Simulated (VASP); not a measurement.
Set up this calculation in VASP 6.6.1, as the native input.

```
Task                   : relaxation of cell and atoms
Functional             : LDA
Potentials or basis    : VASP PAW LDA potentials, release 64 (Hf_pv, O)
Cutoff                 : 600 eV
k mesh                 : 6 × 6 × 6
Occupations            : gaussian, width 0.02 eV
Spin                   : no spin polarisation
Dipole correction      : no
Further INCAR settings : ALGO = Normal; EDIFF = 1e-07; IBRION = 2; EDIFFG = -0.015; NSW = 80; ISIF = 3
```

The structure of HfO2 lies in POSCAR:

```
HfO2
1.0
    0.0000000000      4.7888991458      3.1858186391
    0.0000000000     -4.7888991458      3.1858186391
    4.7888991458      0.0000000000     -3.1858186391
Hf O
4 8
Direct
    0.0000000000      0.0000000000      0.0000000000
    0.5000000000      0.5000000000      0.0000000000
    0.7500000000      0.2500000000      0.5000000000
    0.2500000000      0.7500000000      0.5000000000
    0.7500000000      0.9451075729      0.1951075729
    0.2500000000      0.4451075729      0.1951075729
    0.3048924271      0.0000000000      0.3048924271
    0.8048924271      0.5000000000      0.3048924271
    0.6951075729      0.0000000000      0.6951075729
    0.1951075729      0.5000000000      0.6951075729
    0.7500000000      0.5548924271      0.8048924271
    0.2500000000      0.0548924271      0.8048924271
```

One way to write it, as run:

INCAR

```
SYSTEM = HfO2
PREC = Accurate
ENCUT = 600
EDIFF = 1E-7
ISMEAR = 0
SIGMA = 0.02
LREAL = .FALSE.
LASPH = .TRUE.
NELM = 120
ALGO = Normal
ISIF = 3
LWAVE = .FALSE.
LCHARG = .FALSE.
IBRION = 2
NSW = 80
EDIFFG = -0.015
GGA_COMPAT = .FALSE.
NELMIN = 4
```

KPOINTS

```
Automatic mesh
0
G
  6 6 6
  0 0 0
```

Potentials or basis: VASP PAW LDA potentials, release 64 (Hf_pv, O).

The run is started by

```bash
$ cat potpaw_LDA.64/Hf_pv/POTCAR potpaw_LDA.64/O/POTCAR > POTCAR
$ mpirun -np 1 vasp_std > vasp.out
```

Results of the run:

* Relaxed volume: 12.05 Å³/atom
* Relaxed cell: a = 5.732 Å, b = 5.732 Å, c = 5.732 Å, α = 107.89°, β = 107.89°, γ = 112.68°
* Space group after relaxing (to 0.1 Å): P4_2/mnm (No. 136)
* Energy gained by relaxing: 0.9 meV/atom
* Ionic steps: 5
* Pressure after relaxing: 0.0 GPa
* Largest force after relaxing: 0.009 eV/Å
* Band gap on the k mesh: 3.87 eV

Caveat: spin-orbit coupling is left out, which moves the levels of the heavy elements.

It took 23 min on 1 thread of Intel Xeon 8259CL (shared host), peak memory 0.4 GiB.
